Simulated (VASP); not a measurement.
Input of a VASP 6.6.1 run:

File INCAR:

```
SYSTEM = Te2Mo
  ALGO = Normal
  EDIFF = 1E-7
  ENCUT = 520
  GGA = PE
  ISIF = 2
  ISMEAR = 0
  LASPH = .TRUE.
  LCHARG = .FALSE.
  LREAL = .FALSE.
  LWAVE = .FALSE.
  NBANDS = 20
  NELM = 100
  PREC = Accurate
  SIGMA = 0.1
```

Contents of KPOINTS:

```
k-points
0
G
  4 4 4
  0 0 0
```

POSCAR

```
Te2Mo
1.0
    0.0000000000      3.4946144500      3.4946144500
    3.4946144500      0.0000000000      3.4946144500
    3.4946144500      3.4946144500      0.0000000000
Te Mo
2 1
Direct
    0.2500000000      0.2500000000      0.2500000000
    0.7500000000      0.7500000000      0.7500000000
    0.0000000000      0.0000000000      0.0000000000
```

Potentials or basis: VASP PAW PBE potentials, release 64 (Te, Mo_sv).

Run with:

```console
$ cat potpaw_PBE.64/Te/POTCAR potpaw_PBE.64/Mo_sv/POTCAR > POTCAR
$ mpirun -np 1 vasp_std > vasp.out
```

(1) What does it give for the band gap on the k mesh?

(2) Estimate the pressure.

Answers

(1) zero (band 13 reaches 7.00 eV, above the bottom of band 14 at 6.52 eV).

(2) -9.1 GPa.

Caveat: the k points lie up to 0.39 Å⁻¹ apart; spin-orbit coupling is left out, which moves the levels of the heavy elements.
